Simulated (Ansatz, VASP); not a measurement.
**One calculation of Li4SO, two programs**

The input INCAR:

```
SYSTEM = Li4SO
  PREC = Accurate
  ENCUT = 600
  EDIFF = 1E-7
  ISMEAR = 0
  SIGMA = 0.02
  LREAL = .False.
  LASPH = .True.
  NELM = 80
  ALGO = Normal
  ISIF = 3
  LWAVE = .False.
  LCHARG = .False.
  GGA = PS
  IBRION = 2
  NSW = 100
  EDIFFG = -0.005
```

The input KPOINTS:

```
regular mesh
0
Gamma
  9 9 9
  0 0 0
```

File POSCAR:

```
Li4SO
1.0
    1.8414813575      1.0631797574      5.8120415634
   -1.8414813575      1.0631797574      5.8120415634
    0.0000000000     -2.1263595149      5.8120415634
Li S O
4 1 1
Direct
    0.6114176537      0.6114176537      0.6114176537
    0.1365266873      0.1365266873      0.1365266873
    0.8634733127      0.8634733127      0.8634733127
    0.3885823463      0.3885823463      0.3885823463
    0.0000000000      0.0000000000      0.0000000000
    0.5000000000      0.5000000000      0.5000000000
```

Input for Ansatz:

```yaml
crystal:
  lattice:
    - [1.8414813577, 1.0631797576, 5.8120415658]
    - [-1.8414813577, 1.0631797576, 5.8120415658]
    - [0.0, -2.1263595151, 5.8120415658]
  atoms:
    - { symbol: Li, position: [0.6114176537, 0.6114176537, 0.6114176537] }
    - { symbol: Li, position: [0.1365266873, 0.1365266873, 0.1365266873] }
    - { symbol: Li, position: [0.8634733127, 0.8634733127, 0.8634733127] }
    - { symbol: Li, position: [0.3885823463, 0.3885823463, 0.3885823463] }
    - { symbol: S, position: [0.0, 0.0, 0.0] }
    - { symbol: O, position: [0.5, 0.5, 0.5] }
basis:
  ecutwfc: 420
kpoints:
  mp_grid: { grid: [9, 9, 9] }
hamiltonian:
  xc: pbesol
scf:
  occupations: { method: gaussian, width: 0.02 }
output:
  forces: true
  stress: true
  eigenvalues: true
relax:
  adjacent_minimum: "off"
  f_tol: 0.005
  max_steps: 80
  cell: { stress_tol: 0.05 }
```

Alike in both runs: task relaxation of cell and atoms; functional PBEsol; k mesh 9 × 9 × 9; occupations gaussian, width 0.02 eV; no spin polarisation.

```csv
,VASP,Ansatz
version,VASP 6.6.1,Ansatz 0.2.0
potentials or method,"VASP PAW PBE potentials, release 64 (Li_sv, S, O), cutoff 600 eV","scalar-relativistic, plane waves, PAW"
valence electrons in the cell,24,24
```

VASP gave:

- gap on the k mesh at the Fermi level, each at its own relaxed structure (eV): 2.96
- relaxed volume (Å³/atom): 11.41
- relaxed length of the cell vector where the two differ most in proportion (Å): 6.198

**Question.** What did Ansatz give for the same quantities?

**Answer.** gap on the k mesh at the Fermi level, each at its own relaxed structure (eV): 2.96; relaxed volume (Å³/atom): 11.41; relaxed length of the cell vector where the two differ most in proportion (Å): 6.196.

VASP's potentials were made for PBE, not for PBEsol.

Noted on VASP's run: the cutoff is under 1.25 times that of the potentials, so the pressure is a little rough.
